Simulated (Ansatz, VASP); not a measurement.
One calculation of BN, two programs

```
CELL_PARAMETERS angstrom
0.00000 1.74583 1.74583
1.74583 0.00000 1.74583
1.74583 1.74583 0.00000
ATOMIC_POSITIONS crystal
B 0.00000 0.00000 0.00000
N 0.50000 0.50000 0.50000
```

Alike in both runs: task single point; functional r2SCAN; k mesh 8 × 8 × 8; occupations methfessel-paxton of order 1, width 0.05 eV; no spin polarisation.

```csv
,VASP,Ansatz
version,VASP 6.6.1,Ansatz 0.2.0
potentials or method,"VASP PAW PBE potentials, release 64 (B, N)",plane waves
plane-wave cutoff (eV),520,500
valence electrons in the cell,8,8
```

VASP gave:

- gap on the k mesh at the Fermi level (eV): 1.48
- pressure (GPa): 0.4

What did Ansatz give for the same quantities?

gap on the k mesh at the Fermi level (eV): 1.49; pressure (GPa): 0.0.

VASP's potentials were made for PBE, not for r2SCAN.
